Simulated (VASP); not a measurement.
Input of a VASP 6.6.1 run:

Contents of INCAR:

```
SYSTEM = AlAs
PREC     = Accurate       ! precision mode
ENCUT    = 500            ! plane-wave cutoff, eV
EDIFF    = 1E-6           ! SCF threshold, eV
ISMEAR   = 0              ! smearing method
SIGMA    = 0.01           ! smearing width, eV
LREAL    = .False.        ! projectors in reciprocal space
LASPH    = .True.         ! aspherical terms in the spheres
NELM     = 120            ! most SCF steps
ALGO     = Normal         ! electronic algorithm
ISIF     = 2              ! what is computed and relaxed
LWAVE    = .False.        ! write WAVECAR
LCHARG   = .False.        ! write CHGCAR
GGA      = PE             ! functional
NBANDS   = 11             ! bands
GGA_COMPAT= .False.
```

KPOINTS

```
regular mesh
0
Gamma
  4 4 4
  0 0 0
```

Contents of POSCAR:

```
AlAs
1.0
    0.0000000000      2.8957031304      2.8957031304
    2.8957031304      0.0000000000      2.8957031304
    2.8957031304      2.8957031304      0.0000000000
Al As
1 1
Direct
    0.0000000000      0.0000000000      0.0000000000
    0.2500000000      0.2500000000      0.2500000000
```

Potentials or basis: VASP PAW PBE potentials, release 64 (Al, As).

Command:

```bash
$ cat potpaw_PBE.64/Al/POTCAR potpaw_PBE.64/As/POTCAR > POTCAR
$ mpirun -np 1 vasp_std > vasp.out
```

(1) What does it give for the pressure?

(2) Predict the band gap on the k mesh.

## Answers

(1) -1.7 GPa.

(2) 1.52 eV, direct.

Caveat: the k points lie up to 0.47 Å⁻¹ apart; the cell differs from its parent crystal (strain +2.0%).
